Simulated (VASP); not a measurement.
# Ge (Cmmm) in VASP: notebook

The runs below take Ge through relaxation of cell and atoms, with PBEsol.

Everything below comes from runs of VASP 6.6.1. Logs are shortened: lines on timing, memory, paths and dates and some standing lists are left out, and cuts for length are marked.

### Step 1. The cell of the first run

It takes space group Cmmm (No. 65, orthorhombic). The conventional cell has a = 2.794 Å, b = 5.201 Å, c = 2.698 Å, α = 90.00°, β = 90.00°, γ = 90.00°. Within 3.6 Å of Ge (site symmetry mmm) lie 8 Ge at 2.70 to 2.95 Å.

### Step 2. Relaxation of cell and atoms, PBEsol, target pressure 2 GPa, at which the enthalpy is minimised

File INCAR:

```
  PREC = Accurate
  ENCUT = 600
  EDIFF = 1E-6
  ISMEAR = -1
  SIGMA = 0.05
  LREAL = F
  LASPH = T
  NELM = 80
  ALGO = Normal
  ISIF = 3
  LWAVE = F
  LCHARG = F
  GGA = PS
  IBRION = 2
  NSW = 60
  EDIFFG = -0.01
  PSTRESS = 20.0
```

File KPOINTS:

```
Automatic mesh
0
Gamma
  11 11 10
```

File POSCAR:

```
Ge
1.0
    1.3971490000     -2.6005160000      0.0000000000
    1.3971490000      2.6005160000      0.0000000000
    0.0000000000      0.0000000000      2.6982310000
Ge
1
Direct
    0.5000000000      0.5000000000      0.0000000000
```

Potentials or basis: VASP PAW PBE potentials, release 64 (Ge_d).

Run with:

```sh
$ cat potpaw_PBE.64/Ge_d/POTCAR > POTCAR
$ mpirun -np 1 vasp_std > vasp.out
```

OUTCAR:

```text
PREC = Accurate
   ENCUT = 600
   EDIFF = 1E-6
   ISMEAR = -1
   LREAL = F
   LASPH = T
   NELM = 80
   ISIF = 3
   GGA = PS
   IBRION = 2
   NSW = 60
   EDIFFG = -0.01
   PSTRESS = 20.0

 ion  position               nearest neighbor table
   1  0.500  0.500  0.000-

  LATTYP: Found a base centered orthorhombic cell.
 ALAT       =     2.7942980000
 B/A-ratio  =     1.8613018368
 C/A-ratio  =     0.9656203454

  Lattice vectors:

 A1 = (   1.3971490000,  -2.6005160000,   0.0000000000)
 A2 = (   1.3971490000,   2.6005160000,   0.0000000000)
 A3 = (   0.0000000000,   0.0000000000,   2.6982310000)

Analysis of symmetry for initial positions (statically):
=====================================================================
 Subroutine PRICEL returns:
 Original cell was already a primitive cell.

 Routine SETGRP: Setting up the symmetry group for a
 base centered orthorhombic supercell.

 Subroutine GETGRP returns: Found  8 space group operations
 (whereof  8 operations were pure point group operations)
 out of a pool of  8 trial point group operations.

The static configuration has the point symmetry D_2h.

Analysis of symmetry for dynamics (positions and initial velocities):
=====================================================================
 Subroutine PRICEL returns:
 Original cell was already a primitive cell.

 Routine SETGRP: Setting up the symmetry group for a
 base centered orthorhombic supercell.

 Subroutine GETGRP returns: Found  8 space group operations
 (whereof  8 operations were pure point group operations)
 out of a pool of  8 trial point group operations.

The dynamic configuration has the point symmetry D_2h.

 Subroutine INISYM returns: Found  8 space group operations
 (whereof  8 operations are pure point group operations),
 and found     1 'primitive' translations

----------------------------------------------------------------------------------------

                                     Primitive cell

  volume of cell :      19.6070

  direct lattice vectors                    reciprocal lattice vectors
     1.397149000 -2.600516000  0.000000000     0.357871637 -0.192269534  0.000000000
     1.397149000  2.600516000  0.000000000     0.357871637  0.192269534  0.000000000
     0.000000000  0.000000000  2.698231000     0.000000000  0.000000000  0.370613191

  length of vectors
     2.952068562  2.952068562  2.698231000     0.406250763  0.406250763  0.370613191

  position of ions in fractional coordinates (direct lattice)
     0.500000000  0.500000000  0.000000000

  ion indices of the primitive-cell ions
   primitive index   ion index
                 1           1

----------------------------------------------------------------------------------------

 KPOINTS: Automatic mesh

Automatic generation of k-mesh.
 Grid dimensions read from file:
 generate k-points for:   11   11   10

 Generating k-lattice:

  Cartesian coordinates                     Fractional coordinates (reciprocal lattice)
     0.032533785 -0.017479049  0.000000000     0.090909091  0.000000000  0.000000000
     0.032533785  0.017479049  0.000000000     0.000000000  0.090909091  0.000000000
     0.000000000  0.000000000  0.037061319     0.000000000  0.000000000  0.100000000

  Length of vectors
     0.036931888  0.036931888  0.037061319

  Shift w.r.t. Gamma in fractional coordinates (k-lattice)
     0.000000000  0.000000000  0.000000000

 Subroutine IBZKPT returns following result:
 ===========================================

 Found    216 irreducible k-points:

 Following reciprocal coordinates:
            Coordinates               Weight
  0.000000  0.000000  0.000000      1.000000
  0.090909  0.000000  0.000000      4.000000
  0.181818 -0.000000  0.000000      4.000000
  0.272727 -0.000000  0.000000      4.000000
  0.363636 -0.000000  0.000000      4.000000
  0.454545 -0.000000  0.000000      4.000000
[... 16 lines left out ...]
 -0.272727  0.181818  0.000000      4.000000
 -0.181818  0.181818  0.000000      2.000000
 [... further k-points ...]
   k-points           NKPTS =    216   k-points in BZ     NKDIM =    216   number of bands    NBANDS=     11
   number of dos      NEDOS =    301   number of ions     NIONS =      1
   total plane-waves  NPLWV =  13824
   dimension x,y,z NGX =    24 NGY =   24 NGZ =   24
   dimension x,y,z NGXF=    48 NGYF=   48 NGZF=   48
   ions per type =               1
   NGX,Y,Z   is equivalent  to a cutoff of  13.52, 13.52, 14.79 a.u.
   NGXF,Y,Z  is equivalent  to a cutoff of  27.03, 27.03, 29.57 a.u.
 SYSTEM =  unknown system
   PREC   = accura    normal or accurate (medium, high low for compatibility)
   ISTART =      0    job   : 0-new  1-cont  2-samecut
   ICHARG =      2    charge: 1-file 2-atom 10-const
   ISPIN  =      1    spin polarized calculation?
   LNONCOLLINEAR =      F non collinear calculations
   LSORBIT =      F    spin-orbit coupling
   LASPH  =      T    aspherical Exc in radial PAW
   ENCUT  =  600.0 eV  44.10 Ry    6.64 a.u.   5.90  5.90  5.39*2*pi/ulx,y,z
   NELM   =     80;   NELMIN=  2; NELMDL= -5     # of ELM steps
   EDIFF  = 0.1E-05   stopping-criterion for ELM
   LREAL  =      F    real-space projection
   EDIFFG = -.1E-01   stopping-criterion for IOM
   NSW    =     60    number of steps for IOM
   IBRION =      2    ionic relax: 0-MD 1-quasi-New 2-CG
   NFREE  =      1    steps in history (QN), initial steepest desc. (CG)
   ISIF   =      3    stress and relaxation
   ISYM   =      2    0-nonsym 1-usesym 2-fastsym
   POTIM  = 0.5000    time-step for ionic-motion
   TEBEG  =    0.0;   TEEND  =   0.0 temperature during run
   PSTRESS=   20.0 pullay stress
   NELECT =      14.0000    total number of electrons
   NUPDOWN=      -1.0000    fix difference up-down
   EMIN   =  10.00;   EMAX   =-10.00  energy-range for DOS
   EFERMI =   0.00;   METHOD = LEGACY
   ISMEAR =    -1;   SIGMA  =   0.05  broadening in eV -4-tet -1-fermi 0-gaus
   EFERMI_NEDOS =   21; number of points for ismear=-14 and -15
   IALGO  =     38    algorithm
   IMIX   =      4    mixing-type and parameters
     AMIX     =   0.40;   BMIX     =  1.00
     AMIX_MAG =   1.60;   BMIX_MAG =  1.00
  volume/ion in A,a.u.               =      19.61       132.31
  Fermi-wavevector in a.u.,A,eV,Ry     =   1.463234  2.765111 29.130796  2.141053
  Thomas-Fermi vector in A             =   2.579353
   LORBIT       =      0    0 simple, 1 ext, 2 COOP (PROOUT), +10 PAW based schemes
   GGA     = PS    functional components
   LHFCALC =     F    Hartree Fock is set to
   AEXX    =    0.0000 exact exchange contribution
   IVDW    =     0    specifies the selected vdW correction
   LEPSILON=     F    determine dielectric tensor
   LRPA    =     F    only Hartree local field effects (RPA)
 conjugate gradient relaxation of ions
 non-spin polarized calculation
  energy-cutoff  :      600.00
  volume of cell :       19.61
 maximum number of plane-waves:       671
   NGX = 11   NGY = 11   NGZ = 11

--------------------------------------- Ionic step        1  -------------------------------------------

 number of electron      14.0000008 magnetization

 Free energy of the ion-electron system (eV)
  ---------------------------------------------------
  ext. energy  EPLUGINS =         0.00000000
  ---------------------------------------------------
  free energy    TOTEN  =        -4.73252938 eV

  energy without entropy =       -4.72856328  energy(sigma->0) =       -4.73054633

------------------------ aborting loop because EDIFF is reached ----------------------------------------

  FORCE on cell =-STRESS in cart. coord.  units (eV):
  Direction    XX          YY          ZZ          XY          YZ          ZX
  --------------------------------------------------------------------------------------
  -------------------------------------------------------------------------------------
  Total       -0.3386755     -0.7220792     -0.4649946      0.0000000      0.0000000      0.0000000
  in kB      -27.6747022    -59.0043544    -37.9968079      0.0000000      0.0000000      0.0000000
  external PRESSURE =     -61.5586215 kB  Pullay stress =      20.0000000 kB
[... 90 lines left out ...]
  FREE ENERGIE OF THE ION-ELECTRON SYSTEM (eV)
  ---------------------------------------------------
  free  energy   TOTEN  =        -4.7469744972 eV

  energy  without entropy=       -4.7431208689  energy(sigma->0) =       -4.74504768

  enthalpy is  TOTEN    =        -4.5230066130 eV   P V=        0.2239678842

[... ionic steps 4 to 7 ...]

--------------------------------------- Ionic step        8  -------------------------------------------

 number of electron      13.9999994 magnetization

------------------------ aborting loop because EDIFF is reached ----------------------------------------

  FORCE on cell =-STRESS in cart. coord.  units (eV):
  Direction    XX          YY          ZZ          XY          YZ          ZX
  --------------------------------------------------------------------------------------
  -------------------------------------------------------------------------------------
  Total        0.2196805      0.2073822      0.1923021      0.0000000      0.0000000      0.0000000
  in kB       19.5575566     18.4626743     17.1201339      0.0000000      0.0000000      0.0000000
  external PRESSURE =      -1.6198784 kB  Pullay stress =      20.0000000 kB
[... 59 lines left out ...]
  enthalpy is  TOTEN    =        -4.5259836127 eV   P V=        0.2238865774

--------------------------------------- Ionic step       10  -------------------------------------------

 number of electron      13.9999994 magnetization

 Free energy of the ion-electron system (eV)
  ---------------------------------------------------
  ext. energy  EPLUGINS =         0.00000000
  ---------------------------------------------------
  free energy    TOTEN  =        -4.75015173 eV

  energy without entropy =       -4.74595877  energy(sigma->0) =       -4.74805525

 E-fermi :   7.0699     XC(G=0): -11.6318

 val. band max:        7.0668078611   @ k =   0.4545   0.1818   0.4000
 cond. band min:       7.0743877982   @ k =   0.4545   0.1818   0.1000
 fundamental gap:      0.0075799372
 Fermi energy:         7.0698568829

 k-point     1 :       0.0000    0.0000    0.0000
  band No.  band energies     occupation
      1     -17.6893      2.00000
      2     -17.6022      2.00000
      3     -17.5862      2.00000
      4     -17.4184      2.00000
      5     -17.4136      2.00000
      6      -6.5791      2.00000
      7      13.7466      0.00000
      8      15.7896      0.00000
      9      16.1416      0.00000
     10      17.3314      0.00000
     11      21.3976      0.00000
[... 309 lines left out ...]
 k-point    24 :      -0.1818    0.1818    0.0000
  band No.  band energies     occupation
      1     -17.6715      2.00000
      2     -17.6048      2.00000
      3     -17.5438      2.00000
      4     -17.4373      2.00000
      5     -17.4178      2.00000
      6      -5.7561      2.00000
      7      10.3195      0.00000
      8      14.2158      0.00000
      9      14.5487      0.00000
     10      17.6365      0.00000
     11      19.2396      0.00000

 [... further k-points ...]
[... 5 lines left out ...]
  --------------------------------------------------------------------------------------
  -------------------------------------------------------------------------------------
  Total        0.2156164      0.2152226      0.2152483     -0.0000000      0.0000000      0.0000000
  in kB       19.2379788     19.2028425     19.2051359     -0.0000000      0.0000000      0.0000000
  external PRESSURE =      -0.7846809 kB  Pullay stress =      20.0000000 kB
[... 16 lines left out ...]
  FREE ENERGIE OF THE ION-ELECTRON SYSTEM (eV)
  ---------------------------------------------------
  free  energy   TOTEN  =        -4.7501517343 eV

  energy  without entropy=       -4.7459587745  energy(sigma->0) =       -4.74805525

  enthalpy is  TOTEN    =        -4.5259946676 eV   P V=        0.2241570667

 reached required accuracy - stopping structural energy minimisation
```

It took 90 s on 1 thread of Intel Xeon Platinum 8488C (Sapphire Rapids), shared host; peak memory 0.19 GiB.

Results:

```
Free energy                                            : -4.7502 eV
Relaxed volume                                         : 17.96 Å³/atom
Relaxed cell                                           : a = 2.810 Å, b = 2.810 Å, c = 2.648 Å, α = 90.00°, β = 90.00°, γ = 120.84°
Space group after relaxing (to 0.05 Å)                 : Cmmm (No. 65)
Energy change on relaxing (the enthalpy is what falls) : -17.6 meV/atom
Ionic steps                                            : 10
Pressure after relaxing                                : 1.9 GPa
Band gap on the k mesh                                 : zero (band 7 reaches 13.96 eV, above the bottom of band 8 at 4.47 eV)
```

The path:
```csv
step,energy change (eV),largest force (eV/Å),pressure (GPa),volume (Å³)
1,0.0000,0.0000,-4.16,19.61
2,-0.0072,0.0000,4.18,17.54
3,-0.0144,0.0000,2.34,17.94
4,-0.0148,0.0000,2.09,17.97
5,-0.0169,0.0000,1.93,17.98
6,-0.0178,0.0000,1.85,17.99
7,-0.0181,0.0000,1.81,18.00
8,-0.0181,0.0000,1.84,18.00
9,-0.0173,0.0000,2.33,17.94
10,-0.0176,0.0000,1.92,17.96
```

Final structure:
```cif
data_structure
_symmetry_space_group_name_H-M 'P 1'
_symmetry_Int_Tables_number 1
_cell_length_a 2.8101
_cell_length_b 2.8101
_cell_length_c 2.6485
_cell_angle_alpha 90.000
_cell_angle_beta 90.000
_cell_angle_gamma 120.840
_cell_volume 17.96
loop_
_atom_site_label
_atom_site_type_symbol
_atom_site_fract_x
_atom_site_fract_y
_atom_site_fract_z
_atom_site_occupancy
Ge1 Ge 0.50000 0.50000 0.00000 1
```

Levels at points of the mesh, in eV from the Fermi level:
```csv
k point,band 4,band 5,band 6,band 7,band 8,band 9,band 10,band 11
"(0.00, 0.00, 0.00)",-24.49,-24.48,-13.65,6.68,8.72,9.07,10.26,14.33
"(0.00, 0.00, 0.50)",-24.56,-24.53,-9.63,-6.30,11.79,12.15,17.32,17.85
```

Caveat: the cell is relaxed towards a set pressure, so the enthalpy falls and the energy may rise; the PAW data sets were made with another functional, which shifts forces and pressure a little.

### Step 3. Relaxation of cell and atoms, PBEsol, target pressure 5 GPa, at which the enthalpy is minimised

File INCAR:

```
ALGO = Normal
EDIFF = 1E-7
EDIFFG = -0.01
ENCUT = 600
GGA = PS
IBRION = 2
ISIF = 3
ISMEAR = -1
LASPH = True
LCHARG = False
LREAL = False
LWAVE = False
NELM = 100
NSW = 60
PREC = Accurate
PSTRESS = 50.0
SIGMA = 0.05
```

File KPOINTS:

```
k-points
0
Gamma
  11 11 10
```

POSCAR is that of step 2.

Potentials or basis: VASP PAW PBE potentials, release 64 (Ge_d).

Run with:

```sh
$ cat potpaw_PBE.64/Ge_d/POTCAR > POTCAR
$ mpirun -np 1 vasp_std > vasp.out
```

Wall time 2.2 min (1 thread of Intel Xeon Platinum 8488C (Sapphire Rapids), shared host); peak memory 0.19 GiB.

Results (log left out):

```yaml
Free_energy: -4.7377 eV
Relaxed_volume: 17.38 Å³/atom
Relaxed_cell: a = 2.783 Å, b = 2.783 Å, c = 2.618 Å, α = 90.00°, β = 90.00°, γ = 121.03°
Space_group_after_relaxing_to_0.05_Å: Cmmm (No. 65)
Energy_change_on_relaxing_the_enthalpy_is_what_falls: -5.1 meV/atom
Ionic_steps: 12
Pressure_after_relaxing: 5.0 GPa
Band_gap_on_the_k_mesh: zero (band 7 reaches 14.54 eV, above the bottom of band 8 at 4.72 eV)
```

Step by step:
| step | energy change (eV) | largest force (eV/Å) | pressure (GPa) | volume (Å³) |
| --- | --- | --- | --- | --- |
| 1 | 0.0000 | 0.0000 | -4.16 | 19.61 |
| 2 | 0.0343 | 0.0000 | 10.02 | 16.59 |
| 3 | -0.0014 | 0.0000 | 5.15 | 17.38 |
| 4 | 0.0000 | 0.0000 | 5.34 | 17.33 |
| 5 | -0.0026 | 0.0000 | 5.32 | 17.33 |
| 6 | -0.0035 | 0.0000 | 5.30 | 17.33 |
| 7 | -0.0036 | 0.0000 | 5.30 | 17.33 |
| 8 | -0.0036 | 0.0000 | 5.28 | 17.33 |
| 9 | -0.0063 | 0.0000 | 4.81 | 17.42 |
| 10 | -0.0049 | 0.0000 | 5.07 | 17.37 |
| 11 | -0.0053 | 0.0000 | 4.94 | 17.38 |
| 12 | -0.0051 | 0.0000 | 5.04 | 17.38 |

Final structure:
```yaml
crystal:
  lattice:
    - [1.36981, -2.42268, 0.00000]
    - [1.36981, 2.42268, 0.00000]
    - [0.00000, 0.00000, 2.61822]
  atoms:
    - { symbol: Ge, position: [0.50000, 0.50000, 0.00000] }
```

Levels at points of the mesh, in eV from the Fermi level:
```tsv
k point	band 3	band 4	band 5	band 6	band 7	band 8	band 9	band 10	band 11
(0.00, 0.00, 0.00)	-24.68	-24.50	-24.49	-13.94	6.87	8.95	9.40	10.42	14.47
(0.00, 0.00, 0.50)	-24.59	-24.58	-24.55	-9.75	-6.53	12.19	12.65	17.61	18.11
```

Caveat: the cell is relaxed towards a set pressure, so the enthalpy falls and the energy may rise; the PAW data sets were made with another functional, which shifts forces and pressure a little.

### Step 4. Relaxation of cell and atoms, PBEsol, target pressure 30 GPa, at which the enthalpy is minimised

File INCAR:

```
PREC = Accurate
ENCUT = 600
EDIFF = 1E-6
ISMEAR = -1
SIGMA = 0.05
LREAL = False
LASPH = True
NELM = 60
ALGO = Normal
ISIF = 3
LWAVE = False
LCHARG = False
GGA = PS
IBRION = 2
NSW = 60
EDIFFG = -0.01
PSTRESS = 300.0
```

File KPOINTS:

```
Automatic mesh
0
Gamma
  11 11 10
```

POSCAR is that of step 3.

Run with:

```sh
$ cat potpaw_PBE.64/Ge_d/POTCAR > POTCAR
$ mpirun -np 1 vasp_std > vasp.out
```

It took 2.2 min on 1 thread of Intel Xeon Platinum 8488C (Sapphire Rapids), shared host; peak memory 0.19 GiB.

The run converged. Its results:

* Free energy: -4.4622 eV
* Relaxed volume: 14.60 Å³/atom
* Relaxed cell: a = 2.665 Å, b = 2.665 Å, c = 2.445 Å, α = 90.00°, β = 90.00°, γ = 122.76°
* Space group after relaxing (to 0.05 Å): Cmmm (No. 65)
* Energy change on relaxing (the enthalpy is what falls): +270.4 meV/atom
* Ionic steps: 17
* Pressure after relaxing: 30.0 GPa
* Band gap on the k mesh: zero (band 7 reaches 18.00 eV, above the bottom of band 8 at 6.09 eV)

Stress tensor (GPa, compression positive):
```
29.90  0.00  0.00
 0.00 29.90  0.00
 0.00  0.00 30.10
```

The path:
| step | energy change (eV) | largest force (eV/Å) | pressure (GPa) | volume (Å³) |
| --- | --- | --- | --- | --- |
| 1 | 0.0000 | 0.0000 | -4.16 | 19.61 |
| 2 | 2.8598 | 0.0000 | 194.16 | 9.98 |
| 3 | 0.1964 | 0.0000 | 24.32 | 15.04 |
| 4 | 0.2429 | 0.0000 | 27.79 | 14.76 |
| 5 | 0.2741 | 0.0000 | 30.18 | 14.58 |
| 6 | 0.2742 | 0.0000 | 30.24 | 14.58 |
| 7 | 0.2739 | 0.0000 | 30.25 | 14.58 |
| 8 | 0.2667 | 0.0000 | 29.53 | 14.62 |
| 9 | 0.2690 | 0.0000 | 29.94 | 14.61 |
| 10 | 0.2687 | 0.0000 | 29.63 | 14.61 |
| 11 | 0.2689 | 0.0000 | 30.05 | 14.61 |
| 12 | 0.2688 | 0.0000 | 29.93 | 14.61 |
| 13 | 0.2701 | 0.0000 | 29.85 | 14.60 |
| 14 | 0.2702 | 0.0000 | 30.15 | 14.60 |
| 15 | 0.2702 | 0.0000 | 30.02 | 14.60 |
| 16 | 0.2701 | 0.0000 | 29.99 | 14.60 |
| 17 | 0.2704 | 0.0000 | 29.97 | 14.60 |

Final structure:
```
Ge
1.0
     1.27651   -2.33945    0.00000
     1.27651    2.33945    0.00000
     0.00000    0.00000    2.44485
Ge
1
Direct
  0.50000 0.50000 0.00000
```

Levels at points of the mesh, in eV from the Fermi level:
| k point | band 4 | band 5 | band 6 | band 7 | band 8 | band 9 | band 10 | band 11 |
| --- | --- | --- | --- | --- | --- | --- | --- | --- |
| (0.00, 0.00, 0.00) | -24.68 | -24.65 | -15.73 | 8.29 | 9.61 | 11.20 | 11.51 | 14.72 |
| (0.00, 0.00, 0.50) | -24.80 | -24.77 | -10.34 | -7.92 | 14.01 | 15.69 | 18.76 | 19.20 |

Caveat: the cell is relaxed towards a set pressure, so the enthalpy falls and the energy may rise; the volume moved by over 15 % at a fixed basis, so the end points are rough; the PAW data sets were made with another functional, which shifts forces and pressure a little.

### Step 5. Summary

| cell | gap on the mesh (eV) | pressure (GPa) |
| --- | --- | --- |
| relaxed to 2 GPa | none | 1.9 |
| relaxed to 5 GPa | none | 5.0 |
| relaxed to 30 GPa | none | 30.0 |

Alike in all rows: task relaxation of cell and atoms; level PBEsol; potentials or basis VASP PAW PBE potentials, release 64 (Ge_d); no spin polarisation; k mesh 11 × 11 × 10; cutoff (eV) 600; smearing fermi-dirac 0.05 eV.

Caveats: the cell is relaxed towards a set pressure, so the enthalpy falls and the energy may rise; the PAW data sets were made with another functional, which shifts forces and pressure a little; the volume moved by over 15 % at a fixed basis, so the end points are rough (some runs).

Total energies depend on the potentials used, so only differences within one code and one set of settings carry meaning.
